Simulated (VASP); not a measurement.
Co:

```
Co
1.0
    -1.41457    1.39291    1.39216
     1.44298   -1.37513    1.40278
     1.41127    1.37182   -1.37438
Co
1
Direct
  0.00000 0.00000 0.00000
```

Base run:

* Program: VASP 6.6.1
* Functional: PBE
* Potentials or basis: VASP PAW PBE potentials, release 64 (Co_sv)
* Cutoff: 690 eV
* k mesh: 11 × 11 × 11
* Occupations: fermi-dirac, width 0.05 eV
* Spin: collinear spin, ferromagnetic start
* Starting moments: [2.0] μB
* Fixed moment: 2 μB

Its results: pressure 4.6 GPa; site moments Co +2.01 μB.

Question: The run is repeated on the same cell with these changes: fixed moment from 2 μB to 3 μB; moments at the start from [2.0] to [3.0]. What comes out?

Answer: Pressure 36.1 GPa; site moments Co +2.70 μB.

Caveats: the cell stands under pressure; the total moment is fixed, so each spin has its own Fermi level and the state may be an excited one.
